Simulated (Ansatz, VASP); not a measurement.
**One calculation of NaH, two programs**

Contents of POSCAR:

```
NaH
1.0
   -0.2696660593      2.3970316378      2.3550835841
    2.3970316378     -0.2696660593      2.3550835841
    2.1273655785      2.1273655785      0.0000000000
Na H
1 1
Direct
    0.0000000000      0.0000000000      0.0000000000
    0.5000000000      0.5000000000      0.5000000000
```

Contents of INCAR.step1:

```
SYSTEM = NaH
PREC = Accurate
ENCUT = 520
ISMEAR = -1
SIGMA = 0.2
LREAL = .False.
LASPH = .True.
NELM = 60
NBANDS = 11
GGA = PE
ALGO = Normal
EDIFF = 1E-4
LWAVE = .True.
LCHARG = .False.
```

INCAR.step2

```
SYSTEM = NaH
PREC = Accurate
ENCUT = 520
EDIFF = 1E-7
ISMEAR = -1
SIGMA = 0.2
LREAL = .False.
LASPH = .True.
NELM = 60
ALGO = Normal
ISIF = 2
LWAVE = .False.
LCHARG = .False.
METAGGA = R2SCAN
LMIXTAU = .True.
NBANDS = 11
ISTART = 1
```

File KPOINTS:

```
Automatic mesh
0
Gamma
  8 8 8
  0 0 0
```

Input for Ansatz:

```yaml
crystal:
  lattice:
    - [-0.2696660593, 2.3970316378, 2.3550835841]
    - [2.3970316378, -0.2696660593, 2.3550835841]
    - [2.1273655785, 2.1273655785, 0.0]
  atoms:
    - { symbol: Na, position: [0.0, 0.0, 0.0] }
    - { symbol: H, position: [0.5, 0.5, 0.5] }
basis:
  ecutwfc: 520.0
kpoints:
  mp_grid: { grid: [8, 8, 8] }
hamiltonian:
  xc: r2scan
scf:
  occupations: { method: fermi_dirac, width: 0.2 }
output:
  forces: true
  stress: true
  eigenvalues: true
```

Change from the starting cell: engineering shear strain xy -0.2250, normal strain along z -0.0175.

Alike in both runs: task single point; functional r2SCAN; k mesh 8 × 8 × 8; occupations fermi-dirac, width 0.2 eV; no spin polarisation.

```csv
,VASP,Ansatz
version,VASP 6.6.1,Ansatz 0.2.0
potentials or method,"VASP PAW PBE potentials, release 64 (Na_pv, H), cutoff 520 eV","scalar-relativistic, plane waves, PAW"
valence electrons in the cell,8,10
```

```tsv
	VASP	Ansatz	Ansatz less VASP
gap on the k mesh at the Fermi level (eV)	3.61	3.60	-0.013
least direct gap on the mesh (eV)	5.12	5.12	+0.005
pressure (GPa)	0.5	0.7	+0.17
traceless stress, the component that is largest in VASP (GPa)	5.65	5.63	-0.024
```

VASP's potentials were made for PBE, not for r2SCAN. VASP's potentials hold 8 valence electrons a cell and Ansatz's 10, so a difference there can come from the potentials and not from the codes.
